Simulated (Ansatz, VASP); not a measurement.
CuI in VASP and in Ansatz

The input INCAR:

```
SYSTEM = CuI
PREC = Accurate
ENCUT = 520
EDIFF = 1E-7
ISMEAR = 0
SIGMA = 0.02
LREAL = .False.
LASPH = .True.
NELM = 100
ALGO = Fast
ISIF = 2
LWAVE = .False.
LCHARG = .False.
GGA = CA
```

KPOINTS

```
regular mesh
0
Gamma
  8 8 8
  0 0 0
```

The input POSCAR:

```
CuI
4.2872
    0.000000000000      0.707104870312      0.707104870312
    0.707104870312      0.000000000000      0.707104870312
    0.707104870312      0.707104870312      0.000000000000
I Cu
1 1
Direct
    0.0000000000      0.0000000000      0.0000000000
    0.7500000000      0.7500000000      0.7500000000
```

Contents of input.yaml:

```yaml
crystal:
  lattice:
    - [0.0, 3.0315, 3.0315]
    - [3.0315, 0.0, 3.0315]
    - [3.0315, 3.0315, 0.0]
  atoms:
    - { symbol: I, position: [0.0, 0.0, 0.0] }
    - { symbol: Cu, position: [0.75, 0.75, 0.75] }
hamiltonian:
  xc: lda
  pseudopotentials: { kind: paw }
kpoints:
  mp_grid: { grid: [8, 8, 8] }
scf:
  occupations: { method: gaussian, width: 0.02 }
output:
  forces: true
  stress: true
  eigenvalues: true
```

Alike in both runs: task single point; functional LDA; k mesh 8 × 8 × 8; occupations gaussian, width 0.02 eV; no spin polarisation.

|  | VASP | Ansatz |
| --- | --- | --- |
| version | VASP 6.6.1 | Ansatz 0.2.0 |
| potentials or method | VASP PAW LDA potentials, release 64 (I, Cu) | Ansatz PAW |
| plane-wave cutoff (eV) | 520 | 420 |
| valence electrons in the cell | 18 | 36 |

```csv
,VASP,Ansatz,Ansatz less VASP
gap on the k mesh at the Fermi level (eV),1.00,0.94,-0.059
least direct gap on the mesh (eV),1.00,0.94,-0.059
pressure (GPa),-4.4,-4.4,-0.07
```

LDA's correlation is that of Perdew and Zunger in VASP and of Perdew and Wang (1992) in Ansatz. VASP's potentials hold 18 valence electrons a cell and Ansatz's 36, so a difference there can come from the potentials and not from the codes.

Spin-orbit coupling is off throughout.
